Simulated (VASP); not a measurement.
# AlNi (Pm-3m) in VASP: notebook

The runs below take AlNi through relaxation of cell and atoms, with PBEsol, PBEsol+D4, PBEsol-based screened hybrid with 25 % exact exchange, PBE-based screened hybrid with 25 % exact exchange.

Program: VASP 6.6.1. These are calculated values, not measurements. Logs are shortened: lines on timing, memory, paths and dates and some standing lists are left out, and cuts for length are marked.

### 1 The cell of the first run

The structure is cubic, space group Pm-3m (No. 221). The conventional cell has a = 2.881 Å, b = 2.881 Å, c = 2.881 Å, α = 90.00°, β = 90.00°, γ = 90.00°. Within 3.3 Å of Ni (site symmetry m-3m) lie 8 Al at 2.50 Å and 6 Ni at 2.88 Å. Within 3.3 Å of Al (site symmetry m-3m) lie 8 Ni at 2.50 Å and 6 Al at 2.88 Å.

### 2 Relaxation of cell and atoms, PBEsol, collinear spin, ferromagnetic start

INCAR

```
  PREC = Accurate
  ENCUT = 600
  EDIFF = 1E-6
  ISMEAR = -1
  SIGMA = 0.05
  LREAL = F
  LASPH = T
  NELM = 150
  ALGO = Normal
  ISIF = 3
  LWAVE = F
  LCHARG = F
  ISPIN = 2
  MAGMOM = 1 0
  LORBIT = 11
  LMAXMIX = 4
  GGA = PS
  IBRION = 2
  NSW = 80
  EDIFFG = -0.02
```

KPOINTS

```
regular mesh
0
Gamma
  9 9 9
```

POSCAR

```
AlNi
1.0
    2.8810000000      0.0000000000      0.0000000000
    0.0000000000      2.8810000000      0.0000000000
    0.0000000000      0.0000000000      2.8810000000
Ni Al
1 1
Direct
    0.5000000000      0.5000000000      0.5000000000
    0.0000000000      0.0000000000      0.0000000000
```

Potentials or basis: VASP PAW PBE potentials, release 64 (Ni, Al).

Command:

```console
cat potpaw_PBE.64/Ni/POTCAR potpaw_PBE.64/Al/POTCAR > POTCAR
mpirun -np 1 vasp_std > vasp.out
```

OUTCAR:

```text
PREC = Accurate
   ENCUT = 600
   EDIFF = 1E-6
   ISMEAR = -1
   LREAL = F
   LASPH = T
   NELM = 150
   ISIF = 3
   ISPIN = 2
   LORBIT = 11
   GGA = PS
   IBRION = 2
   NSW = 80
   EDIFFG = -0.02

 ion  position               nearest neighbor table
   1  0.500  0.500  0.500-   2 2.50   2 2.50   2 2.50   2 2.50   2 2.50   2 2.50   2 2.50   2 2.50

   2  0.000  0.000  0.000-   1 2.50   1 2.50   1 2.50   1 2.50   1 2.50   1 2.50   1 2.50   1 2.50

  LATTYP: Found a simple cubic cell.
 ALAT       =     2.8810000000

  Lattice vectors:

 A1 = (   2.8810000000,   0.0000000000,   0.0000000000)
 A2 = (   0.0000000000,   2.8810000000,   0.0000000000)
 A3 = (   0.0000000000,   0.0000000000,   2.8810000000)

Analysis of symmetry for initial positions (statically):
=====================================================================
 Subroutine PRICEL returns:
 Original cell was already a primitive cell.

 Routine SETGRP: Setting up the symmetry group for a
 simple cubic supercell.

 Subroutine GETGRP returns: Found 48 space group operations
 (whereof 48 operations were pure point group operations)
 out of a pool of 48 trial point group operations.

The static configuration has the point symmetry O_h .

Analysis of symmetry for dynamics (positions and initial velocities):
=====================================================================
 Subroutine PRICEL returns:
 Original cell was already a primitive cell.

 Routine SETGRP: Setting up the symmetry group for a
 simple cubic supercell.

 Subroutine GETGRP returns: Found 48 space group operations
 (whereof 48 operations were pure point group operations)
 out of a pool of 48 trial point group operations.

The dynamic configuration has the point symmetry O_h .

Analysis of structural, dynamic, and magnetic symmetry:
=====================================================================
 Subroutine PRICEL returns:
 Original cell was already a primitive cell.

 Routine SETGRP: Setting up the symmetry group for a
 simple cubic supercell.

 Subroutine GETGRP returns: Found 48 space group operations
 (whereof 48 operations were pure point group operations)
 out of a pool of 48 trial point group operations.

The overall configuration has the point symmetry O_h .

 Subroutine INISYM returns: Found 48 space group operations
 (whereof 48 operations are pure point group operations),
 and found     1 'primitive' translations

----------------------------------------------------------------------------------------

                                     Primitive cell

  volume of cell :      23.9128

  direct lattice vectors                    reciprocal lattice vectors
     2.881000000  0.000000000  0.000000000     0.347101701  0.000000000  0.000000000
[... 95 lines left out ...]
   TEBEG  =    0.0;   TEEND  =   0.0 temperature during run
   PSTRESS=    0.0 pullay stress
   NELECT =      13.0000    total number of electrons
   NUPDOWN=      -1.0000    fix difference up-down
   EMIN   =  10.00;   EMAX   =-10.00  energy-range for DOS
   EFERMI =   0.00;   METHOD = LEGACY
   ISMEAR =    -1;   SIGMA  =   0.05  broadening in eV -4-tet -1-fermi 0-gaus
   EFERMI_NEDOS =   21; number of points for ismear=-14 and -15
   IALGO  =     38    algorithm
   IMIX   =      4    mixing-type and parameters
     AMIX     =   0.40;   BMIX     =  1.00
     AMIX_MAG =   1.60;   BMIX_MAG =  1.00
  volume/ion in A,a.u.               =      11.96        80.69
  Fermi-wavevector in a.u.,A,eV,Ry     =   1.336122  2.524904 24.289410  1.785221
  Thomas-Fermi vector in A             =   2.464773
   LORBIT       =     11    0 simple, 1 ext, 2 COOP (PROOUT), +10 PAW based schemes
   GGA     = PS    functional components
   LHFCALC =     F    Hartree Fock is set to
   AEXX    =    0.0000 exact exchange contribution
   IVDW    =     0    specifies the selected vdW correction
   LEPSILON=     F    determine dielectric tensor
   LRPA    =     F    only Hartree local field effects (RPA)
 conjugate gradient relaxation of ions
 spin polarized calculation
  energy-cutoff  :      600.00
  volume of cell :       23.91
 maximum number of plane-waves:       812
 NGX is ok and might be reduce to    24
   NGX = 11   NGY = 11   NGZ = 11

--------------------------------------- Ionic step        1  -------------------------------------------

 number of electron      13.0000015 magnetization       0.0016800

 number of electron      13.0000015 magnetization      -0.0001101

 Free energy of the ion-electron system (eV)
  ---------------------------------------------------
  ext. energy  EPLUGINS =         0.00000000
  ---------------------------------------------------
  free energy    TOTEN  =       -11.58118238 eV

  energy without entropy =      -11.57460869  energy(sigma->0) =      -11.57789553

 E-fermi :   9.8977     XC(G=0): -12.1667

 val. band max:        9.8374019529   @ k =   0.3333   0.3333   0.0000
 cond. band min:       9.9449405184   @ k =   0.3333   0.1111   0.1111
 fundamental gap:      0.1075385655
 Fermi energy:         9.8977019342

 spin component 1

 k-point     1 :       0.0000    0.0000    0.0000
  band No.  band energies     occupation
      1      -1.2339      1.00000
      2       6.6486      1.00000
      3       6.6486      1.00000
      4       8.3418      1.00000
      5       8.3418      1.00000
      6       8.3418      1.00000
      7      15.3934      0.00000
      8      15.3934      0.00000
      9      15.3934      0.00000
     10      18.0394      0.00000
     11      18.0394      0.00000
[... 737 lines left out ...]
 number of electron      13.0000011 magnetization       0.0000129

 number of electron      13.0000011 magnetization      -0.0000128

 Free energy of the ion-electron system (eV)
  ---------------------------------------------------
  ext. energy  EPLUGINS =         0.00000000
  ---------------------------------------------------
  free energy    TOTEN  =       -11.58601173 eV

  energy without entropy =      -11.57964886  energy(sigma->0) =      -11.58283030

 E-fermi :  10.1673     XC(G=0): -12.2631

 val. band max:       10.1003023709   @ k =   0.3333   0.1111   0.0000
 cond. band min:      10.2183147337   @ k =   0.3333   0.1111   0.1111
 fundamental gap:      0.1180123628
 Fermi energy:        10.1673460241

 spin component 1

 k-point     1 :       0.0000    0.0000    0.0000
  band No.  band energies     occupation
      1      -1.1166      1.00000
      2       6.8158      1.00000
      3       6.8158      1.00000
      4       8.5644      1.00000
      5       8.5644      1.00000
      6       8.5644      1.00000
      7      15.7407      0.00000
      8      15.7407      0.00000
      9      15.7407      0.00000
     10      18.3668      0.00000
     11      18.3668      0.00000
[... 691 lines left out ...]
  FREE ENERGIE OF THE ION-ELECTRON SYSTEM (eV)
  ---------------------------------------------------
  free  energy   TOTEN  =       -11.5860117346 eV

  energy  without entropy=      -11.5796488639  energy(sigma->0) =      -11.58283030

 reached required accuracy - stopping structural energy minimisation

 total charge

# of ion       s       p       d       tot
------------------------------------------
    1        0.488   0.539   8.484   9.512
    2        0.384   0.421   0.000   0.805
--------------------------------------------------
tot          0.873   0.960   8.484  10.317

 magnetization (x)

# of ion       s       p       d       tot
------------------------------------------
    1        0.000   0.000   0.000   0.000
    2       -0.000  -0.000   0.000  -0.000
--------------------------------------------------
tot          0.000  -0.000   0.000   0.000
```

OSZICAR:

```text
N       E                     dE             d eps       ncg     rms          rms(c)
DAV:   1     0.436395668065E+02    0.43640E+02   -0.64509E+03  1556   0.145E+03
DAV:   2    -0.114967106479E+02   -0.55136E+02   -0.51533E+02  1558   0.215E+02
[... 25 lines left out ...]
DAV:   2    -0.116960325557E+02   -0.51630E-01   -0.18256E+00  1790   0.225E+01    0.265E+00
DAV:   3    -0.115876474127E+02    0.10839E+00   -0.71503E-01  1766   0.142E+01    0.361E-01
DAV:   4    -0.115860298382E+02    0.16176E-02   -0.49218E-03  1724   0.884E-01    0.567E-02
DAV:   5    -0.115860075363E+02    0.22302E-04   -0.16680E-04  2364   0.131E-01    0.194E-02
DAV:   6    -0.115860114349E+02   -0.38986E-05   -0.64643E-06  1582   0.282E-02    0.444E-03
DAV:   7    -0.115860117346E+02   -0.29979E-06   -0.11809E-07   779   0.407E-03
   3 F= -.11586012E+02 E0= -.11582830E+02  d E =-.482936E-02  mag=     0.0000
```

CONTCAR:

```text
AlNi
   1.00000000000000
     2.8620446911037605   -0.0000000000000000   -0.0000000000000000
    -0.0000000000000000    2.8620446911037605   -0.0000000000000000
     0.0000000000000000    0.0000000000000000    2.8620446911037605
  Ni              Al
     1     1
Direct
     0.5000000000000000    0.5000000000000000    0.5000000000000000
     0.0000000000000000    0.0000000000000000    0.0000000000000000

  0.00000000E+00  0.00000000E+00  0.00000000E+00
  0.00000000E+00  0.00000000E+00  0.00000000E+00
```

Run time: 1.8 min. Hardware: 1 thread of AMD EPYC 7R13, shared host; peak memory 0.13 GiB.

Results:

```yaml
Free_energy: -11.5860 eV
Relaxed_volume: 11.72 Å³/atom
Relaxed_cell: a = 2.862 Å, b = 2.862 Å, c = 2.862 Å, α = 90.00°, β = 90.00°, γ = 90.00°
Space_group_after_relaxing_to_0.1_Å: Pm-3m (No. 221)
Energy_gained_by_relaxing: 2.4 meV/atom
Ionic_steps: 3
Pressure_after_relaxing: 0.0 GPa
Net_moment: 0.00 μB per cell
Valence_electrons_inside_the_program's_atomic_spheres: Ni 9.51; Al 0.81
```

The path:
```csv
step,energy change (eV),largest force (eV/Å),pressure (GPa),volume (Å³)
1,0.0000,0.0000,-3.20,23.91
2,-0.0019,0.0000,2.76,23.09
3,-0.0048,0.0000,0.01,23.44
```

Final structure:
```
CELL_PARAMETERS angstrom
2.86204 0.00000 0.00000
0.00000 2.86204 0.00000
0.00000 0.00000 2.86204
ATOMIC_POSITIONS crystal
Ni 0.50000 0.50000 0.50000
Al 0.00000 0.00000 0.00000
```

Caveat: the PAW data sets were made with another functional, which shifts forces and pressure a little.

### 3 Relaxation of cell and atoms, PBEsol+D4, collinear spin, ferromagnetic start

Edit INCAR of step 2 so:

```diff
@@ -17,2 +17,3 @@
   GGA = PS
+  IVDW = 13
   IBRION = 2
```

KPOINTS is that of step 2.

POSCAR is that of step 2.

Potentials or basis: VASP PAW PBE potentials, release 64 (Ni, Al).

Command:

```console
cat potpaw_PBE.64/Ni/POTCAR potpaw_PBE.64/Al/POTCAR > POTCAR
mpirun -np 1 vasp_std > vasp.out
```

Wall time 1.8 min (1 thread of AMD EPYC 7R13, shared host); peak memory 0.13 GiB.

The run converged. Its results:

| Item | Value |
| --- | --- |
| Free energy | -12.1091 eV |
| Relaxed volume | 11.51 Å³/atom |
| Relaxed cell | a = 2.845 Å, b = 2.845 Å, c = 2.845 Å, α = 90.00°, β = 90.00°, γ = 90.00° |
| Space group after relaxing (to 0.1 Å) | Pm-3m (No. 221) |
| Energy gained by relaxing | 9.1 meV/atom |
| Ionic steps | 3 |
| Pressure after relaxing | 0.0 GPa |
| Net moment | 0.00 μB per cell |
| Valence electrons inside the program's atomic spheres | Ni 9.55; Al 0.82 |
| Dispersion energy per atom | -0.264 eV |

Step by step:
| step | energy change (eV) | largest force (eV/Å) | pressure (GPa) | volume (Å³) |
| --- | --- | --- | --- | --- |
| 1 | 0.0000 | 0.0000 | -6.27 | 23.91 |
| 2 | -0.0060 | 0.0000 | 5.87 | 22.33 |
| 3 | -0.0182 | 0.0000 | -0.03 | 23.02 |

Final structure:
```cif
data_structure
_symmetry_space_group_name_H-M 'P 1'
_symmetry_Int_Tables_number 1
_cell_length_a 2.8447
_cell_length_b 2.8447
_cell_length_c 2.8447
_cell_angle_alpha 90.000
_cell_angle_beta 90.000
_cell_angle_gamma 90.000
_cell_volume 23.02
loop_
_atom_site_label
_atom_site_type_symbol
_atom_site_fract_x
_atom_site_fract_y
_atom_site_fract_z
_atom_site_occupancy
Ni1 Ni 0.50000 0.50000 0.50000 1
Al1 Al 0.00000 0.00000 0.00000 1
```

Levels at points of the mesh, in eV from the Fermi level:
Spin up:
```
           k point  band 2  band 3  band 4  band 5  band 6  band 7  band 8  band 9  band 10  band 11
(0.00, 0.00, 0.00)   -3.45   -3.45   -1.65   -1.65   -1.65    5.65    5.65    5.65     8.25     8.25
```
Spin down:
| k point | band 3 | band 4 | band 5 | band 6 | band 7 | band 8 | band 9 | band 10 |
| --- | --- | --- | --- | --- | --- | --- | --- | --- |
| (0.00, 0.00, 0.00) | -3.45 | -1.65 | -1.65 | -1.65 | 5.65 | 5.65 | 5.65 | 8.25 |

Caveat: the PAW data sets were made with another functional, which shifts forces and pressure a little.

### 4 Relaxation of cell and atoms, PBEsol-based screened hybrid with 25 % exact exchange, collinear spin, ferromagnetic start

POSCAR is that of step 3.

INCAR.step1

```
  ALGO = Normal
  EDIFF = 1E-5
  ENCUT = 600
  GGA = PE
  ISMEAR = -1
  ISPIN = 2
  LASPH = T
  LCHARG = F
  LMAXMIX = 4
  LORBIT = 11
  LREAL = F
  LWAVE = T
  MAGMOM = 1 0
  NBANDS = 18
  NELM = 150
  PREC = Accurate
  SIGMA = 0.05
```

INCAR.step2

```
  AEXX = 0.25
  ALGO = Normal
  EDIFF = 1E-6
  EDIFFG = -0.01
  ENCUT = 600
  GGA = PS
  HFSCREEN = 0.207
  IBRION = 2
  ISIF = 3
  ISMEAR = -1
  ISPIN = 2
  ISTART = 1
  LASPH = T
  LCHARG = F
  LHFCALC = T
  LMAXMIX = 4
  LORBIT = 11
  LREAL = F
  LWAVE = F
  MAGMOM = 1 0
  NELM = 150
  NSW = 60
  PREC = Accurate
  PRECFOCK = Normal
  SIGMA = 0.05
```

KPOINTS

```
k-points
0
Gamma
  5 5 5
```

Command:

```console
cat potpaw_PBE.64/Ni/POTCAR potpaw_PBE.64/Al/POTCAR > POTCAR
cp INCAR.step1 INCAR
mpirun -np 1 vasp_std > vasp.out
cp INCAR.step2 INCAR
mpirun -np 1 vasp_std > vasp.out
```

Run time: 30 min. Hardware: 1 thread of Intel Xeon Platinum 8375C at 2.90GHz (Ice Lake), shared host; peak memory 0.27 GiB.

The run converged. Its results:

```yaml
Free_energy: -12.6330 eV
Relaxed_volume: 11.54 Å³/atom
Relaxed_cell: a = 2.847 Å, b = 2.847 Å, c = 2.847 Å, α = 90.00°, β = 90.00°, γ = 90.00°
Space_group_after_relaxing_to_0.1_Å: Pm-3m (No. 221)
Energy_gained_by_relaxing: 8.0 meV/atom
Ionic_steps: 3
Pressure_after_relaxing: 0.0 GPa
Net_moment: 0.44 μB per cell
Site_moments: Ni +0.39; Al +0.02 μB
Valence_electrons_inside_the_program's_atomic_spheres: Ni 9.62; Al 0.88
```

Step by step:
| step | energy change (eV) | largest force (eV/Å) | pressure (GPa) | volume (Å³) |
| --- | --- | --- | --- | --- |
| 1 | 0.0000 | 0.0000 | -5.87 | 23.91 |
| 2 | -0.0051 | 0.0000 | 5.49 | 22.43 |
| 3 | -0.0160 | 0.0000 | 0.05 | 23.08 |

Final structure:
```
Ni Al
1.0
     2.84711    0.00000    0.00000
     0.00000    2.84711    0.00000
     0.00000    0.00000    2.84711
Ni Al
1 1
Direct
  0.50000 0.50000 0.50000
  0.00000 0.00000 0.00000
```

Levels at points of the mesh, in eV from the Fermi level:
Spin up:
```csv
k point,band 2,band 3,band 4,band 5,band 6,band 7,band 8,band 9,band 10,band 11
"(0.00, 0.00, 0.00)",-4.95,-4.95,-2.84,-2.84,-2.84,6.52,6.52,6.52,9.13,9.13
```
Spin down:
```tsv
k point	band 3	band 4	band 5	band 6	band 7	band 8	band 9	band 10
(0.00, 0.00, 0.00)	-3.93	-2.40	-2.40	-2.40	6.61	6.61	6.61	9.57
```

Caveat: the k points lie up to 0.44 Å⁻¹ apart in the final cell; the PAW data sets were made with another functional, which shifts forces and pressure a little.

### 5 Relaxation of cell and atoms, PBE-based screened hybrid with 25 % exact exchange, collinear spin, ferromagnetic start

POSCAR is that of step 4.

INCAR.step1

```
  PREC = Accurate
  ENCUT = 600
  EDIFF = 1E-5
  ISMEAR = -1
  SIGMA = 0.05
  LREAL = F
  LASPH = T
  NELM = 150
  ALGO = Normal
  LWAVE = T
  LCHARG = F
  ISPIN = 2
  MAGMOM = 1 0
  LORBIT = 11
  LMAXMIX = 4
  GGA = PE
  NBANDS = 18
```

INCAR.step2

```
  PREC = Accurate
  ENCUT = 600
  EDIFF = 1E-6
  ISMEAR = -1
  SIGMA = 0.05
  LREAL = F
  LASPH = T
  NELM = 150
  ALGO = Normal
  ISIF = 3
  LWAVE = F
  LCHARG = F
  ISPIN = 2
  MAGMOM = 1 0
  LORBIT = 11
  LMAXMIX = 4
  GGA = PE
  LHFCALC = T
  AEXX = 0.25
  HFSCREEN = 0.3
  PRECFOCK = Normal
  IBRION = 2
  NSW = 60
  EDIFFG = -0.01
  ISTART = 1
```

KPOINTS

```
regular mesh
0
Gamma
  5 5 5
```

Command:

```console
cat potpaw_PBE.64/Ni/POTCAR potpaw_PBE.64/Al/POTCAR > POTCAR
cp INCAR.step1 INCAR
mpirun -np 1 vasp_std > vasp.out
cp INCAR.step2 INCAR
mpirun -np 1 vasp_std > vasp.out
```

Run time: 43 min. Hardware: 1 thread of Oxide Virtual Turin-like, shared host; peak memory 0.23 GiB.

It converged, with:

```
Free energy                                           : -11.5845 eV
Relaxed volume                                        : 11.82 Å³/atom
Relaxed cell                                          : a = 2.870 Å, b = 2.870 Å, c = 2.870 Å, α = 90.00°, β = 90.00°, γ = 90.00°
Space group after relaxing (to 0.1 Å)                 : Pm-3m (No. 221)
Energy gained by relaxing                             : 0.8 meV/atom
Ionic steps                                           : 3
Pressure after relaxing                               : 0.1 GPa
Net moment                                            : 0.44 μB per cell
Site moments                                          : Ni +0.40; Al +0.02 μB
Valence electrons inside the program's atomic spheres : Ni 9.56; Al 0.87
```

Step by step:
```tsv
step	energy change (eV)	largest force (eV/Å)	pressure (GPa)	volume (Å³)
1	0.0000	0.0000	-1.69	23.91
2	-0.0009	0.0000	1.27	23.48
3	-0.0016	0.0000	0.13	23.64
```

Final structure:
```cif
data_structure
_symmetry_space_group_name_H-M 'P 1'
_symmetry_Int_Tables_number 1
_cell_length_a 2.8699
_cell_length_b 2.8699
_cell_length_c 2.8699
_cell_angle_alpha 90.000
_cell_angle_beta 90.000
_cell_angle_gamma 90.000
_cell_volume 23.64
loop_
_atom_site_label
_atom_site_type_symbol
_atom_site_fract_x
_atom_site_fract_y
_atom_site_fract_z
_atom_site_occupancy
Ni1 Ni 0.50000 0.50000 0.50000 1
Al1 Al 0.00000 0.00000 0.00000 1
```

Levels at points of the mesh, in eV from the Fermi level:
Spin up:
| k point | band 3 | band 4 | band 5 | band 6 | band 7 | band 8 | band 9 | band 10 |
| --- | --- | --- | --- | --- | --- | --- | --- | --- |
| (0.00, 0.00, 0.00) | -4.71 | -2.67 | -2.67 | -2.67 | 6.24 | 6.24 | 6.24 | 8.82 |
Spin down:
| k point | band 3 | band 4 | band 5 | band 6 | band 7 | band 8 | band 9 | band 10 |
| --- | --- | --- | --- | --- | --- | --- | --- | --- |
| (0.00, 0.00, 0.00) | -3.64 | -2.24 | -2.24 | -2.24 | 6.33 | 6.33 | 6.33 | 9.27 |

Caveat: the k points lie up to 0.44 Å⁻¹ apart in the final cell; the PAW data sets were made with another functional, which shifts forces and pressure a little.

### 6 Summary

| level | k mesh | grid for exact exchange (PRECFOCK) | share of exact exchange | screening parameter | gap on the mesh (eV) | pressure (GPa) | moment (μB) | relaxed volume (Å³/atom) |
| --- | --- | --- | --- | --- | --- | --- | --- | --- |
| PBEsol | 9 × 9 × 9 | - | - | - | none | 0.0 | 0.00 | 11.72 |
| PBEsol+D4 | 9 × 9 × 9 | - | - | - | none | 0.0 | 0.00 | 11.51 |
| PBEsol-based screened hybrid with 25 % exact exchange | 5 × 5 × 5 | Normal | 0.25 | 0.207 1/Å | none | 0.0 | 0.44 | 11.54 |
| PBE-based screened hybrid with 25 % exact exchange | 5 × 5 × 5 | Normal | 0.25 | 0.3 1/Å | none | 0.1 | 0.44 | 11.82 |

Alike in all rows: task relaxation of cell and atoms; potentials or basis VASP PAW PBE potentials, release 64 (Ni, Al); spin collinear, ferromagnetic start; cell relaxed; cutoff (eV) 600; smearing fermi-dirac 0.05 eV.

Caveats: some runs use coarse meshes; the PAW data sets were made with another functional, which shifts forces and pressure a little.

Absolute energies hang on the potentials; compare differences alone.
